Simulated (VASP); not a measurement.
# InAs (rock salt) (Fm-3m) in VASP: a series of runs, part 2 of 2

VASP 6.6.1. The steps go on from the part before.

## (3) Single point, r2SCAN (volume scaled by 0.87)

The input, POSCAR:

```
InAs
1.0
    0.0000000000      2.6968587654      2.6968587654
    2.6968587654      0.0000000000      2.6968587654
    2.6968587654      2.6968587654      0.0000000000
In As
1 1
Direct
    0.0000000000      0.0000000000      0.0000000000
    0.5000000000      0.5000000000      0.5000000000
```

The input, INCAR.step1:

```
  PREC = Accurate
  ENCUT = 520
  ISMEAR = 0
  SIGMA = 0.1
  LREAL = F
  LASPH = T
  NELM = 100
  NBANDS = 16
  GGA = PE
  ALGO = Normal
  EDIFF = 1E-4
  LWAVE = T
  LCHARG = F
```

The input, INCAR.step2:

```
  PREC = Accurate
  ENCUT = 520
  EDIFF = 1E-6
  ISMEAR = 0
  SIGMA = 0.1
  LREAL = F
  LASPH = T
  NELM = 100
  ALGO = Normal
  ISIF = 2
  LWAVE = F
  LCHARG = T
  METAGGA = R2SCAN
  LMIXTAU = T
  LELF = T
  LVHAR = T
  NBANDS = 16
  ISTART = 1
```

The input, KPOINTS:

```
regular mesh
0
Gamma
  20 20 20
```

Potentials or basis: VASP PAW PBE potentials, release 64 (In_d, As).

Launch:

```
$ cat potpaw_PBE.64/In_d/POTCAR potpaw_PBE.64/As/POTCAR > POTCAR
$ cp INCAR.step1 INCAR
$ mpirun -np 1 vasp_std > vasp.out
$ cp INCAR.step2 INCAR
$ mpirun -np 1 vasp_std > vasp.out
```

OUTCAR:

```text
PREC = Accurate
   ENCUT = 520
   EDIFF = 1E-6
   ISMEAR = 0
   LREAL = F
   LASPH = T
   NELM = 100
   ISIF = 2
   METAGGA = R2SCAN
   ISTART = 1

 ion  position               nearest neighbor table
   1  0.000  0.000  0.000-   2 2.70   2 2.70   2 2.70   2 2.70   2 2.70   2 2.70
   2  0.500  0.500  0.500-   1 2.70   1 2.70   1 2.70   1 2.70   1 2.70   1 2.70

  LATTYP: Found a face centered cubic cell.
 ALAT       =     5.3937175308

  Lattice vectors:

 A1 = (   0.0000000000,   2.6968587654,   2.6968587654)
 A2 = (   2.6968587654,   0.0000000000,   2.6968587654)
 A3 = (   2.6968587654,   2.6968587654,   0.0000000000)

Analysis of symmetry for initial positions (statically):
=====================================================================
 Subroutine PRICEL returns:
 Original cell was already a primitive cell.

 Routine SETGRP: Setting up the symmetry group for a
 face centered cubic supercell.

 Subroutine GETGRP returns: Found 48 space group operations
[... 155 lines left out ...]
 number of electron      18.0000007 magnetization

 Free energy of the ion-electron system (eV)
  ---------------------------------------------------
  ext. energy  EPLUGINS =         0.00000000
  ---------------------------------------------------
  free energy    TOTEN  =       -37.27548602 eV

  energy without entropy =      -37.27072475  energy(sigma->0) =      -37.27310539

 E-fermi :   8.1862     XC(G=0): -11.6564

 val. band max:        8.1853197667   @ k =   0.3000   0.1000   0.0500
 cond. band min:       8.2016815299   @ k =  -0.2000   0.0500   0.0000
 fundamental gap:      0.0163617632
 Fermi energy:         8.1862352711

 k-point     1 :       0.0000    0.0000    0.0000
  band No.  band energies     occupation
      1      -7.0616      2.00000
      2      -7.0616      2.00000
      3      -7.0126      2.00000
      4      -7.0125      2.00000
      5      -7.0125      2.00000
      6      -5.9693      2.00000
[... 433 lines left out ...]
      3      -7.0346      2.00000
      4      -6.9300      2.00000
      5      -6.9251      2.00000
      6      -4.1859      2.00000
[... 8 lines left out ...]
     15      19.0335      0.00000
     16      20.4982      0.00000

 [... further k-points ...]
[... 5 lines left out ...]
  --------------------------------------------------------------------------------------
  -------------------------------------------------------------------------------------
  Total        4.1003443      4.1003443      4.1003443      0.0000000     -0.0000000     -0.0000000
  in kB      167.4658681    167.4658681    167.4658681      0.0000000     -0.0000000     -0.0000000
  external PRESSURE =     167.4658681 kB  Pullay stress =       0.0000000 kB

 VOLUME and BASIS-vectors are now :
 -----------------------------------------------------------------------------
  energy-cutoff  :      520.00
  volume of cell :       39.23
      direct lattice vectors                 reciprocal lattice vectors
     0.000000000  2.696858765  2.696858765    -0.185400884  0.185400884  0.185400884
     2.696858765  0.000000000  2.696858765     0.185400884 -0.185400884  0.185400884
     2.696858765  2.696858765  0.000000000     0.185400884  0.185400884 -0.185400884

 POSITION                                       TOTAL-FORCE (eV/Angst)
 -----------------------------------------------------------------------------------
      0.00000      0.00000      0.00000         0.000000     -0.000000     -0.000000
      2.69686      2.69686      2.69686        -0.000000      0.000000      0.000000
 -----------------------------------------------------------------------------------
    total drift:                               -0.000000      0.000000      0.000000

  FREE ENERGIE OF THE ION-ELECTRON SYSTEM (eV)
  ---------------------------------------------------
  free  energy   TOTEN  =       -37.2754860239 eV

  energy  without entropy=      -37.2707247506  energy(sigma->0) =      -37.27310539
```

OUTCAR.step1:

```text
PREC = Accurate
   ENCUT = 520
   ISMEAR = 0
   LREAL = F
   LASPH = T
[... 676 lines left out ...]
 -----------------------------------------------------------------------------------
      0.00000      0.00000      0.00000        -0.000000      0.000000     -0.000000
      2.69686      2.69686      2.69686         0.000000      0.000000      0.000000
 -----------------------------------------------------------------------------------
    total drift:                               -0.000000      0.000000      0.000000

  FREE ENERGIE OF THE ION-ELECTRON SYSTEM (eV)
  ---------------------------------------------------
  free  energy   TOTEN  =        -6.9127496178 eV

  energy  without entropy=       -6.9070712978  energy(sigma->0) =       -6.90991046
```

It took 9.1 min on 1 thread of Intel Xeon Platinum 8488C (Sapphire Rapids), shared host; peak memory 0.29 GiB.

Results:

```
Free energy            : -37.2755 eV
Pressure               : 16.7 GPa
Band gap on the k mesh : zero (band 9 reaches 8.58 eV, above the bottom of band 10 at 5.56 eV)
```

Caveat: the PAW data sets were made with another functional, which shifts forces and pressure a little; spin-orbit coupling is left out, which moves the levels of the heavy elements.
